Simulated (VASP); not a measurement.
Set up this calculation in VASP 6.6.1, as the native input.

```
Task                   : relaxation of cell and atoms
Functional             : LDA
Potentials or basis    : VASP PAW LDA potentials, release 64 (Ga_d, P)
Cutoff                 : 600 eV
k mesh                 : 8 × 8 × 8
Occupations            : gaussian, width 0.01 eV
Spin                   : no spin polarisation
Target pressure        : 4 GPa
Dipole correction      : no
Further INCAR settings : ALGO = Normal; EDIFF = 1e-07; IBRION = 2; EDIFFG = -0.001; NSW = 80; ISIF = 3
```

The structure of GaP lies in POSCAR:

```
GaP
1.0
    0.0000000000      2.6956501129      2.6956501129
    2.6956501129      0.0000000000      2.6956501129
    2.6956501129      2.6956501129      0.0000000000
Ga P
1 1
Direct
    0.0000000000      0.0000000000      0.0000000000
    0.7500000000      0.7500000000      0.7500000000
```

One way to write it, as run:

INCAR

```
PREC = Accurate
ENCUT = 600
EDIFF = 1E-7
ISMEAR = 0
SIGMA = 0.01
LREAL = F
LASPH = T
NELM = 80
ALGO = Normal
ISIF = 3
LWAVE = F
LCHARG = F
GGA = CA
IBRION = 2
NSW = 80
EDIFFG = -0.001
PSTRESS = 40.0
```

KPOINTS

```
regular mesh
0
Gamma
  8 8 8
```

Potentials or basis: VASP PAW LDA potentials, release 64 (Ga_d, P).

Command:

```console
$ cat potpaw_LDA.64/Ga_d/POTCAR potpaw_LDA.64/P/POTCAR > POTCAR
$ mpirun -np 1 vasp_std > vasp.out
```

Results of the run:

* Relaxed volume: 18.83 Å³/atom
* Relaxed cell: a = 3.762 Å, b = 3.762 Å, c = 3.762 Å, α = 60.00°, β = 60.00°, γ = 60.00°
* Space group after relaxing (to 0.1 Å): F-43m (No. 216)
* Energy change on relaxing (the run minimises the enthalpy): +9.4 meV/atom
* Ionic steps: 6
* Pressure after relaxing: 4.0 GPa
* Band gap on the k mesh: 1.34 eV (least direct gap 2.24 eV)

Caveat: the cell is relaxed towards a set pressure, so the run minimises the enthalpy, not the energy.

Run time: 96 s on 1 thread of Intel Xeon 8259CL (shared host), peak memory 0.16 GiB.
